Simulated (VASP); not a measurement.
# AlN (AlN (P6_3mc)) (P6_3mc) in VASP: further runs

Runs on AlN (AlN (P6_3mc)). Level: PBE. Tasks: single point, relaxation of cell and atoms, relaxation of the atoms.

Program: VASP 6.6.1. These are calculated values, not measurements. Logs are shortened: lines on timing, memory, paths and dates and some standing lists are left out, and cuts for length are marked.

## 1. The cell of the first run

It takes space group P6_3mc (No. 186, hexagonal). The conventional cell has a = 3.130 Å, b = 3.130 Å, c = 5.017 Å, α = 90.00°, β = 90.00°, γ = 120.00°. Within 2.5 Å of Al (site symmetry 3m) lie 4 N at 1.90 to 1.91 Å. N (site symmetry 3m) has 4 Al at 1.90 to 1.91 Å within 2.5 Å.

## 2. Single point, PBE

File INCAR:

```
SYSTEM = AlN
ALGO     = Normal         ! electronic algorithm
EDIFF    = 1E-6           ! SCF threshold, eV
ENCUT    = 520            ! plane-wave cutoff, eV
GGA      = PE             ! functional
ISIF     = 2              ! what is computed and relaxed
ISMEAR   = 0              ! smearing method
LASPH    = .True.         ! aspherical terms in the spheres
LCHARG   = .False.        ! write CHGCAR
LREAL    = Auto         
LWAVE    = .False.        ! write WAVECAR
NBANDS   = 46             ! bands
NELM     = 80             ! most SCF steps
PREC     = Accurate       ! precision mode
SIGMA    = 0.01           ! smearing width, eV
```

File KPOINTS:

```
k-points
0
Gamma
  2 2 3
  0 0 0
```

File POSCAR:

```
AlN
1.0
    6.2595139332      0.0000000574      0.0000000000
   -3.1297570163      5.4208980528      0.0000000000
    0.0000000000      0.0000000000      5.0174032533
Al N
8 8
Direct
    0.3333333333      0.1666666667      0.4992353700
    0.1666666667      0.3333333333      0.9992353700
    0.3333333333      0.6666666667      0.4992353700
    0.1666666667      0.8333333333      0.9992353700
    0.8333333333      0.1666666667      0.4992353700
    0.6666666667      0.3333333333      0.9992353700
    0.8333333333      0.6666666667      0.4992353700
    0.6666666667      0.8333333333      0.9992353700
    0.3333333333      0.1666666667      0.8807646300
    0.1666666667      0.3333333333      0.3807646300
    0.3333333333      0.6666666667      0.8807646300
    0.1666666667      0.8333333333      0.3807646300
    0.8333333333      0.1666666667      0.8807646300
    0.6666666667      0.3333333333      0.3807646300
    0.8333333333      0.6666666667      0.8807646300
    0.6666666667      0.8333333333      0.3807646300
```

Potentials or basis: VASP PAW PBE potentials, release 64 (Al, N).

The run is started by

```console
$ cat potpaw_PBE.64/Al/POTCAR potpaw_PBE.64/N/POTCAR > POTCAR
$ mpirun -np 1 vasp_std > vasp.out
```

OUTCAR:

```text
SYSTEM = AlN
   EDIFF = 1E-6
   ENCUT = 520
   GGA = PE
   ISIF = 2
   ISMEAR = 0
   LASPH = .True.
   LREAL = Auto
   NELM = 80
   PREC = Accurate

 ion  position               nearest neighbor table
   1  0.333  0.167  0.499-  10 1.90  14 1.90  12 1.90   9 1.91   2 3.09   2 3.09   6 3.09   6 3.09
                             4 3.09   4 3.09   5 3.13   5 3.13   3 3.13   3 3.13   7 3.13   7 3.13
   2  0.167  0.333  0.999-   9 1.90  13 1.90  11 1.90  10 1.91   1 3.09   1 3.09   5 3.09   5 3.09
                             3 3.09   3 3.09   6 3.13   6 3.13   4 3.13   4 3.13   8 3.13   8 3.13
   3  0.333  0.667  0.499-  12 1.90  16 1.90  10 1.90  11 1.91   4 3.09   4 3.09   8 3.09   8 3.09
                             2 3.09   2 3.09   7 3.13   7 3.13   1 3.13   1 3.13   5 3.13   5 3.13
   4  0.167  0.833  0.999-  11 1.90  15 1.90   9 1.90  12 1.91   3 3.09   3 3.09   7 3.09   7 3.09
                             1 3.09   1 3.09   8 3.13   8 3.13   2 3.13   2 3.13   6 3.13   6 3.13
   5  0.833  0.167  0.499-  14 1.90  10 1.90  16 1.90  13 1.91   6 3.09   6 3.09   2 3.09   2 3.09
                             8 3.09   8 3.09   1 3.13   1 3.13   7 3.13   7 3.13   3 3.13   3 3.13
   6  0.667  0.333  0.999-  13 1.90   9 1.90  15 1.90  14 1.91   5 3.09   5 3.09   1 3.09   1 3.09
                             7 3.09   7 3.09   2 3.13   2 3.13   8 3.13   8 3.13   4 3.13   4 3.13
   7  0.833  0.667  0.499-  16 1.90  12 1.90  14 1.90  15 1.91   8 3.09   8 3.09   4 3.09   4 3.09
                             6 3.09   6 3.09   3 3.13   3 3.13   5 3.13   5 3.13   1 3.13   1 3.13
   8  0.667  0.833  0.999-  15 1.90  11 1.90  13 1.90  16 1.91   7 3.09   7 3.09   3 3.09   3 3.09
                             5 3.09   5 3.09   4 3.13   4 3.13   6 3.13   6 3.13   2 3.13   2 3.13
   9  0.333  0.167  0.881-   2 1.90   6 1.90   4 1.90   1 1.91
[... 14 lines left out ...]
 A1 = (   6.2595139332,   0.0000000574,   0.0000000000)
 A2 = (  -3.1297570163,   5.4208980528,   0.0000000000)
 A3 = (   0.0000000000,   0.0000000000,   5.0174032533)

Analysis of symmetry for initial positions (statically):
=====================================================================
 Subroutine PRICEL returns following result:

  LATTYP: Found a hexagonal cell.
 ALAT       =     3.1297569666
 C/A-ratio  =     1.6031287115

  Lattice vectors:

 A1 = (   3.1297569666,   0.0000000287,   0.0000000000)
 A2 = (  -1.5648785081,   2.7104490264,   0.0000000000)
 A3 = (   0.0000000000,   0.0000000000,   5.0174032533)

   4 primitive cells build up your supercell.

 Routine SETGRP: Setting up the symmetry group for a
 hexagonal supercell.

 Subroutine GETGRP returns: Found 12 space group operations
 (whereof  6 operations were pure point group operations)
 out of a pool of 24 trial point group operations.

The static configuration has the point symmetry C_3v.
 The point group associated with its full space group is C_6v.

Analysis of symmetry for dynamics (positions and initial velocities):
=====================================================================
[... 122 lines left out ...]
   IALGO  =     38    algorithm
   IMIX   =      4    mixing-type and parameters
     AMIX     =   0.40;   BMIX     =  1.00
     AMIX_MAG =   1.60;   BMIX_MAG =  1.00
  volume/ion in A,a.u.               =      10.64        71.81
  Fermi-wavevector in a.u.,A,eV,Ry     =   1.181511  2.232733 18.993310  1.395969
  Thomas-Fermi vector in A             =   2.317783
   LORBIT       =      0    0 simple, 1 ext, 2 COOP (PROOUT), +10 PAW based schemes
   GGA     = PE    functional components
   LHFCALC =     F    Hartree Fock is set to
   AEXX    =    0.0000 exact exchange contribution
   IVDW    =     0    specifies the selected vdW correction
   LEPSILON=     F    determine dielectric tensor
   LRPA    =     F    only Hartree local field effects (RPA)
 non-spin polarized calculation
 Gauss-broadening in eV      SIGMA  =   0.01
  energy-cutoff  :      520.00
  volume of cell :      170.25
 maximum number of plane-waves:      4626
 NGX is ok and might be reduce to    48
   NGX = 23   NGY = 23   NGZ = 19

 number of electron      63.9999991 magnetization

 Free energy of the ion-electron system (eV)
  ---------------------------------------------------
  ext. energy  EPLUGINS =         0.00000000
  ---------------------------------------------------
  free energy    TOTEN  =      -118.99133888 eV

  energy without entropy =     -118.99133888  energy(sigma->0) =     -118.99133888

 E-fermi :   6.0376     XC(G=0): -10.8253

 val. band max:        5.9818190691   @ k =   0.0000   0.0000   0.0000
 cond. band min:      10.0241781508   @ k =   0.0000   0.0000   0.0000
 fundamental gap:      4.0423590817
 Fermi energy:         6.0375575429

 k-point     1 :       0.0000    0.0000    0.0000
  band No.  band energies     occupation
      1      -9.0909      2.00000
      2      -7.1738      2.00000
      3      -7.1738      2.00000
      4      -7.1738      2.00000
      5      -7.0042      2.00000
      6      -6.4974      2.00000
[... 177 lines left out ...]
     43      14.7088      0.00000
     44      14.7088      0.00000
 [bands above 44 left out]

------------------------ aborting loop because EDIFF is reached ----------------------------------------

  FORCE on cell =-STRESS in cart. coord.  units (eV):
  Direction    XX          YY          ZZ          XY          YZ          ZX
  --------------------------------------------------------------------------------------
  -------------------------------------------------------------------------------------
  Total       -0.0981865     -0.0981865     -0.4272317     -0.0000000      0.0000000     -0.0000000
  in kB       -0.9239991     -0.9239991     -4.0205287     -0.0000000      0.0000000     -0.0000000
  external PRESSURE =      -1.9561756 kB  Pullay stress =       0.0000000 kB

 VOLUME and BASIS-vectors are now :
 -----------------------------------------------------------------------------
  energy-cutoff  :      520.00
  volume of cell :      170.25
      direct lattice vectors                 reciprocal lattice vectors
     6.259513933  0.000000057  0.000000000     0.159756813  0.092235641  0.000000000
    -3.129757016  5.420898053  0.000000000    -0.000000002  0.184471279  0.000000000
     0.000000000  0.000000000  5.017403253     0.000000000  0.000000000  0.199306284

 POSITION                                       TOTAL-FORCE (eV/Angst)
 -----------------------------------------------------------------------------------
      1.56488      0.90348      2.50487        -0.000000      0.000000     -0.012269
     -0.00000      1.80697      5.01357        -0.000000     -0.000000     -0.012269
     -0.00000      3.61393      2.50487        -0.000000      0.000000     -0.012269
     -1.56488      4.51742      5.01357        -0.000000      0.000000     -0.012269
      4.69464      0.90348      2.50487        -0.000000      0.000000     -0.012269
      3.12976      1.80697      5.01357        -0.000000      0.000000     -0.012269
[... 8 lines left out ...]
      3.12976      3.61393      4.41915         0.000000     -0.000000      0.012269
      1.56488      4.51742      1.91045        -0.000000      0.000000      0.012269
 -----------------------------------------------------------------------------------
    total drift:                               -0.000000     -0.000000      0.035526

  FREE ENERGIE OF THE ION-ELECTRON SYSTEM (eV)
  ---------------------------------------------------
  free  energy   TOTEN  =      -118.9913388762 eV

  energy  without entropy=     -118.9913388762  energy(sigma->0) =     -118.99133888
```

Run time: 50 s. Hardware: 1 thread of Intel Xeon Platinum 8375C at 2.90GHz (Ice Lake), shared host; peak memory 0.29 GiB.

What came out:

| Item | Value |
| --- | --- |
| Free energy | -118.9913 eV |
| Pressure | -0.2 GPa |
| Largest force | 0.012 eV/Å |
| Band gap on the k mesh | 4.04 eV |

Forces in eV/Å, atoms in the order of the input:
```
Al   0.000  0.000 -0.012
Al   0.000  0.000 -0.012
Al   0.000  0.000 -0.012
Al   0.000  0.000 -0.012
Al   0.000  0.000 -0.012
Al   0.000  0.000 -0.012
Al   0.000  0.000 -0.012
Al   0.000  0.000 -0.012
N    0.000  0.000  0.012
N    0.000  0.000  0.012
N    0.000  0.000  0.012
N    0.000  0.000  0.012
N    0.000  0.000  0.012
N    0.000  0.000  0.012
N    0.000  0.000  0.012
N    0.000  0.000  0.012
```

Stress tensor (GPa, compression positive):
```
-0.09  0.00  0.00
 0.00 -0.09  0.00
 0.00  0.00 -0.40
```

Levels at points of the mesh, in eV from the valence-band top:
```tsv
k point	band 29	band 30	band 31	band 32	band 33	band 34	band 35	band 36
(0.00, 0.00, 0.00)	-0.68	-0.20	-0.20	0.00	4.04	5.75	5.75	5.75
(0.50, 0.00, 0.00)	-0.43	-0.43	-0.41	-0.41	5.70	5.70	6.05	6.05
```

Caveat: the k points lie up to 0.58 Å⁻¹ apart. As with any semilocal functional, this PBE gap is likely too small.

## 3. Single point, PBE

File INCAR:

```
SYSTEM = AlN
ALGO = Normal
EDIFF = 1E-6
ENCUT = 520
GGA = PE
ISIF = 2
ISMEAR = -1
LASPH = .True.
LCHARG = .True.
LELF = .True.
LREAL = Auto
LVHAR = .True.
LWAVE = .False.
NBANDS = 46
NELM = 100
PREC = Accurate
SIGMA = 0.01
```

KPOINTS is that of step 2.

Changes to POSCAR since step 2:

```diff
@@ -3,3 +3,3 @@
     6.2595139332      0.0000000574      0.0000000000
-   -3.1297570163      5.4208980528      0.0000000000
+   -3.1297570164      5.4208980528      0.0000000000
     0.0000000000      0.0000000000      5.0174032533
```

Potentials or basis: VASP PAW PBE potentials, release 64 (Al, N).

The run is started by

```console
$ cat potpaw_PBE.64/Al/POTCAR potpaw_PBE.64/N/POTCAR > POTCAR
$ mpirun -np 1 vasp_std > vasp.out
```

OUTCAR:

```text
SYSTEM = AlN
   EDIFF = 1E-6
   ENCUT = 520
   GGA = PE
   ISIF = 2
   ISMEAR = -1
   LASPH = .True.
   LREAL = Auto
   NELM = 100
   PREC = Accurate

 ion  position               nearest neighbor table
   1  0.333  0.167  0.499-  10 1.90  14 1.90  12 1.90   9 1.91   2 3.09   2 3.09   6 3.09   6 3.09
                             4 3.09   4 3.09   7 3.13   7 3.13   5 3.13   5 3.13   3 3.13   3 3.13
   2  0.167  0.333  0.999-   9 1.90  13 1.90  11 1.90  10 1.91   1 3.09   1 3.09   5 3.09   5 3.09
                             3 3.09   3 3.09   8 3.13   8 3.13   6 3.13   6 3.13   4 3.13   4 3.13
   3  0.333  0.667  0.499-  12 1.90  16 1.90  10 1.90  11 1.91   4 3.09   4 3.09   8 3.09   8 3.09
                             2 3.09   2 3.09   5 3.13   5 3.13   7 3.13   7 3.13   1 3.13   1 3.13
   4  0.167  0.833  0.999-  11 1.90  15 1.90   9 1.90  12 1.91   3 3.09   3 3.09   7 3.09   7 3.09
                             1 3.09   1 3.09   6 3.13   6 3.13   8 3.13   8 3.13   2 3.13   2 3.13
   5  0.833  0.167  0.499-  14 1.90  10 1.90  16 1.90  13 1.91   6 3.09   6 3.09   2 3.09   2 3.09
                             8 3.09   8 3.09   3 3.13   3 3.13   1 3.13   1 3.13   7 3.13   7 3.13
   6  0.667  0.333  0.999-  13 1.90   9 1.90  15 1.90  14 1.91   5 3.09   5 3.09   1 3.09   1 3.09
                             7 3.09   7 3.09   4 3.13   4 3.13   2 3.13   2 3.13   8 3.13   8 3.13
   7  0.833  0.667  0.499-  16 1.90  12 1.90  14 1.90  15 1.91   8 3.09   8 3.09   4 3.09   4 3.09
                             6 3.09   6 3.09   1 3.13   1 3.13   3 3.13   3 3.13   5 3.13   5 3.13
   8  0.667  0.833  0.999-  15 1.90  11 1.90  13 1.90  16 1.91   7 3.09   7 3.09   3 3.09   3 3.09
                             5 3.09   5 3.09   2 3.13   2 3.13   4 3.13   4 3.13   6 3.13   6 3.13
   9  0.333  0.167  0.881-   2 1.90   6 1.90   4 1.90   1 1.91
[... 14 lines left out ...]
 A1 = (   6.2595139332,   0.0000000574,   0.0000000000)
 A2 = (  -3.1297570164,   5.4208980528,   0.0000000000)
 A3 = (   0.0000000000,   0.0000000000,   5.0174032533)

Analysis of symmetry for initial positions (statically):
=====================================================================
 Subroutine PRICEL returns following result:

  LATTYP: Found a hexagonal cell.
 ALAT       =     3.1297569666
 C/A-ratio  =     1.6031287115

  Lattice vectors:

 A1 = (   3.1297569666,   0.0000000287,   0.0000000000)
[... 153 lines left out ...]
 non-spin polarized calculation
  energy-cutoff  :      520.00
  volume of cell :      170.25
 maximum number of plane-waves:      4626
 NGX is ok and might be reduce to    48
   NGX = 23   NGY = 23   NGZ = 19

 number of electron      63.9999991 magnetization

 Free energy of the ion-electron system (eV)
  ---------------------------------------------------
  ext. energy  EPLUGINS =         0.00000000
  ---------------------------------------------------
  free energy    TOTEN  =      -118.99133888 eV

  energy without entropy =     -118.99133888  energy(sigma->0) =     -118.99133888

 E-fermi :   6.2051     XC(G=0): -10.8253

 val. band max:        5.9818190699   @ k =   0.0000   0.0000   0.0000
 cond. band min:      10.0241781512   @ k =   0.0000   0.0000   0.0000
 fundamental gap:      4.0423590813
 Fermi energy:         6.2051496740

 k-point     1 :       0.0000    0.0000    0.0000
  band No.  band energies     occupation
      1      -9.0909      2.00000
      2      -7.1738      2.00000
      3      -7.1738      2.00000
      4      -7.1738      2.00000
      5      -7.0042      2.00000
      6      -6.4974      2.00000
[... 177 lines left out ...]
     43      14.7088      0.00000
     44      14.7088      0.00000
 [bands above 44 left out]

------------------------ aborting loop because EDIFF is reached ----------------------------------------

  FORCE on cell =-STRESS in cart. coord.  units (eV):
  Direction    XX          YY          ZZ          XY          YZ          ZX
  --------------------------------------------------------------------------------------
  -------------------------------------------------------------------------------------
  Total       -0.0981866     -0.0981866     -0.4272315      0.0000000      0.0000000     -0.0000000
  in kB       -0.9239999     -0.9239999     -4.0205271      0.0000000      0.0000000     -0.0000000
  external PRESSURE =      -1.9561756 kB  Pullay stress =       0.0000000 kB

 VOLUME and BASIS-vectors are now :
 -----------------------------------------------------------------------------
  energy-cutoff  :      520.00
  volume of cell :      170.25
      direct lattice vectors                 reciprocal lattice vectors
     6.259513933  0.000000057  0.000000000     0.159756813  0.092235641  0.000000000
    -3.129757016  5.420898053  0.000000000    -0.000000002  0.184471279  0.000000000
     0.000000000  0.000000000  5.017403253     0.000000000  0.000000000  0.199306284

 POSITION                                       TOTAL-FORCE (eV/Angst)
 -----------------------------------------------------------------------------------
      1.56488      0.90348      2.50487        -0.000000     -0.000000     -0.012269
     -0.00000      1.80697      5.01357        -0.000000      0.000000     -0.012269
     -0.00000      3.61393      2.50487        -0.000000      0.000000     -0.012269
     -1.56488      4.51742      5.01357        -0.000000      0.000000     -0.012269
      4.69464      0.90348      2.50487        -0.000000      0.000000     -0.012269
      3.12976      1.80697      5.01357        -0.000000      0.000000     -0.012269
[... 8 lines left out ...]
      3.12976      3.61393      4.41915         0.000000     -0.000000      0.012269
      1.56488      4.51742      1.91045        -0.000000      0.000000      0.012269
 -----------------------------------------------------------------------------------
    total drift:                               -0.000000     -0.000000      0.035526

  FREE ENERGIE OF THE ION-ELECTRON SYSTEM (eV)
  ---------------------------------------------------
  free  energy   TOTEN  =      -118.9913388761 eV

  energy  without entropy=     -118.9913388761  energy(sigma->0) =     -118.99133888
```

Run time: 52 s. Hardware: 1 thread of Intel Xeon Platinum 8375C at 2.90GHz (Ice Lake), shared host; peak memory 0.29 GiB.

What came out:

- Free energy: -118.9913 eV
- Pressure: -0.2 GPa
- Largest force: 0.012 eV/Å
- Band gap on the k mesh: 4.04 eV

Forces in eV/Å, atoms in the order of the input:
```
Al   0.000  0.000 -0.012
Al   0.000  0.000 -0.012
Al   0.000  0.000 -0.012
Al   0.000  0.000 -0.012
Al   0.000  0.000 -0.012
Al   0.000  0.000 -0.012
Al   0.000  0.000 -0.012
Al   0.000  0.000 -0.012
N    0.000  0.000  0.012
N    0.000  0.000  0.012
N    0.000  0.000  0.012
N    0.000  0.000  0.012
N    0.000  0.000  0.012
N    0.000  0.000  0.012
N    0.000  0.000  0.012
N    0.000  0.000  0.012
```

Stress tensor (GPa, compression positive):
```
-0.09  0.00  0.00
 0.00 -0.09  0.00
 0.00  0.00 -0.40
```

Caveat: the k points lie up to 0.58 Å⁻¹ apart.

(Continued in part 2 of 2.)
